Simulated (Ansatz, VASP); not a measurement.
## One calculation of GaN, two programs

The input INCAR:

```
ALGO = Normal ; EDIFF = 1E-8
ENCUT = 520 ; GGA = PE
ISIF = 2 ; ISMEAR = -1
LASPH = T ; LCHARG = F
LEFG = T ; LREAL = F
LWAVE = F ; NBANDS = 16
NELM = 80 ; PREC = Accurate
SIGMA = 0.02
```

Contents of KPOINTS:

```
k-points
0
Gamma
  13 13 13
```

Contents of POSCAR:

```
GaN
1.0
    0.0000000000      1.9925000000      1.9725750000
    1.9925000000      0.0000000000      1.9725750000
    1.9925000000      1.9925000000      0.0000000000
Ga N
1 1
Direct
    0.5000000000      0.5000000000      0.5000000000
    0.0000000000      0.0000000000      0.0000000000
```

Input for Ansatz:

```yaml
crystal:
  lattice:
    - [0.0, 1.9925, 1.972575]
    - [1.9925, 0.0, 1.972575]
    - [1.9925, 1.9925, 0.0]
  atoms:
    - { symbol: Ga, position: [0.5, 0.5, 0.5] }
    - { symbol: "N", position: [0.0, 0.0, 0.0] }
kpoints:
  mp_grid: { grid: [13, 13, 13] }
scf:
  occupations: { method: fermi_dirac, width: 0.02 }
hamiltonian:
  xc: pbe
  pseudopotentials: { kind: all_electron, datasets: crystal }
output:
  forces: true
  stress: true
  eigenvalues: true
  efg: { contact_densities: true }
```

Change from the starting cell: zz strain of -1 %, crystal datasets.

Alike in both runs: task electric field gradients; functional PBE; k mesh 13 × 13 × 13; occupations fermi-dirac, width 0.02 eV; no spin polarisation.

|  | VASP | Ansatz |
| --- | --- | --- |
| version | VASP 6.6.1 | Ansatz 0.2.0 |
| potentials or method | VASP PAW PBE potentials, release 64 (Ga_d, N), cutoff 520 eV | all-electron PAW with datasets made for the crystal, scalar-relativistic |

VASP gave:

- gap on the k mesh at the Fermi level (eV): 1.89
- pressure (GPa): 75.4
- traceless stress, the component that is largest in VASP (GPa): 3.65
- size of Vzz on the site where it differs most (V/Å²): 10.5

What did Ansatz give for the same quantities?

gap on the k mesh at the Fermi level (eV): 1.91; pressure (GPa): 74.2; traceless stress, the component that is largest in VASP (GPa): 3.69; size of Vzz on the site where it differs most (V/Å²): 10.8.

Both programs put the cell under a high pressure, so it lies far from rest at this level. Ansatz ran all-electron here, and VASP with PAW potentials.

Noted on VASP's run: the cell as given lies far from equilibrium.
